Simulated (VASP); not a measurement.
Set up this calculation in VASP 6.6.1, as the native input.

| Property | Result |
| --- | --- |
| Task | single point |
| Functional | pbesol exchange, lda correlation |
| Potentials or basis | VASP PAW PBE potentials, release 64 (Cd) |
| Cutoff | 500 eV |
| k mesh | 9 × 9 × 9 |
| Occupations | methfessel-paxton, width 0.1 eV |
| Spin | no spin polarisation |
| Dipole correction | no |
| Further INCAR settings | ALGO = Normal; EDIFF = 1e-06; NBANDS = 12 |

The structure of Cd lies in POSCAR:

```
Cd
1.0
    0.0000000000      2.0182647213      2.0182647213
    2.0182647213      0.0000000000      2.0182647213
    2.0182647213      2.0182647213      0.0000000000
Cd
1
Direct
    0.0000000000      0.0000000000      0.0000000000
```

This isn't the form of Cd at room conditions, which is hcp.

These files were run (other wordings do the same):

INCAR

```
SYSTEM = Cd
PREC = Accurate ; ENCUT = 500
EDIFF = 1E-6 ; ISMEAR = 1
SIGMA = 0.1 ; LREAL = .False.
LASPH = .True. ; NELM = 120
ALGO = Normal ; ISIF = 2
LWAVE = .False. ; LCHARG = .True.
GGA = LIBXC ; LIBXC1 = GGA_X_PBE_SOL
LIBXC2 = LDA_C_PW ; LELF = .True.
LVHAR = .True. ; NBANDS = 12
GGA_COMPAT = .False.
```

KPOINTS

```
regular mesh
0
Gamma
  9 9 9
  0 0 0
```

Potentials or basis: VASP PAW PBE potentials, release 64 (Cd).

The run is started by

```console
$ cat potpaw_PBE.64/Cd/POTCAR > POTCAR
$ mpirun -np 1 vasp_std > vasp.out
```

It gave:

```json
{"Pressure": "41.2 GPa", "Band gap on the k mesh": "zero (bands 6 and 7 overlap by 1.10 eV)"}
```

Caveat: the cell stands under pressure; the PAW data sets were made with another functional, which shifts forces and pressure a little.

Run time: 4.7 s on 1 thread of AMD EPYC 9R45 96-Core Processor (Zen 5) (shared host), peak memory 0.11 GiB.
